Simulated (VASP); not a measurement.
**MgS (Niningerite): single point with PBE**

MgS (Niningerite):

```xyz
2
Lattice="0.0000 2.6016 2.6016 2.6016 0.0000 2.6016 2.6016 2.6016 0.0000" Properties=species:S:1:pos:R:3 pbc="T T T"
S     2.6016    2.6016    2.6016
Mg    0.0000    0.0000    0.0000
```

```
Program             : VASP 6.6.1
Task                : single point
Functional          : PBE
Potentials or basis : VASP PAW PBE potentials, release 64 (S, Mg)
Cutoff              : 520 eV
k mesh              : 9 × 9 × 9
Occupations         : gaussian, width 0.01 eV
Spin                : no spin polarisation
```

```
Pressure               : 0.9 GPa
Band gap on the k mesh : 2.91 eV, indirect (least direct gap 3.71 eV)
```

Levels at points of the mesh, in eV from the valence-band top:
```csv
k point,band 2,band 3,band 4,band 5,band 6,band 7
"(0.00, 0.00, 0.00)",0.00,0.00,0.00,3.71,7.95,7.95
```

Wall time 10 s on 1 thread of Intel(R) Xeon(R) Platinum 8488C (Sapphire Rapids) (shared host), peak memory 0.16 GiB.

A k mesh can miss the band edges.
